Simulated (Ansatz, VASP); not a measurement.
**Mg5Se: VASP beside Ansatz**

```
Mg Se
1.0
     0.00000    4.03190    4.03190
     4.03190    0.00000    4.03190
     4.03190    4.03190    0.00000
Mg Se
5 1
Cartesian
  0.0000 0.0000 0.0000
  3.1182 3.1182 3.1182
  4.9456 4.9456 3.1182
  4.9456 3.1182 4.9456
  3.1182 4.9456 4.9456
  2.0160 2.0160 2.0160
```

Alike in both runs: task relaxation of cell and atoms; functional PBE; k mesh 4 × 4 × 4; occupations gaussian, width 0.1 eV; no spin polarisation.

|  | VASP | Ansatz |
| --- | --- | --- |
| version | VASP 6.6.1 | Ansatz 0.2.0 |
| potentials or method | VASP PAW PBE potentials, release 64 (Mg, Se), cutoff 600 eV | scalar-relativistic, plane waves, PAW |
| valence electrons in the cell | 16 | 66 |

```tsv
	VASP	Ansatz	Ansatz less VASP
gap on the k mesh at the Fermi level, each at its own relaxed structure (eV)	none	none	-
relaxed volume (Å³/atom)	41.26	41.58	+0.318
relaxed length of the cell vector where the two differ most in proportion (Å)	7.048	7.066	+0.0180
```

A gap of «none» marks a metal or a gap that the smearing closes. VASP's potentials hold 16 valence electrons a cell and Ansatz's 66, so a difference there can come from the potentials and not from the codes.

Noted on VASP's run: the volume moved by over 15 % at a fixed basis, so the end points are rough.
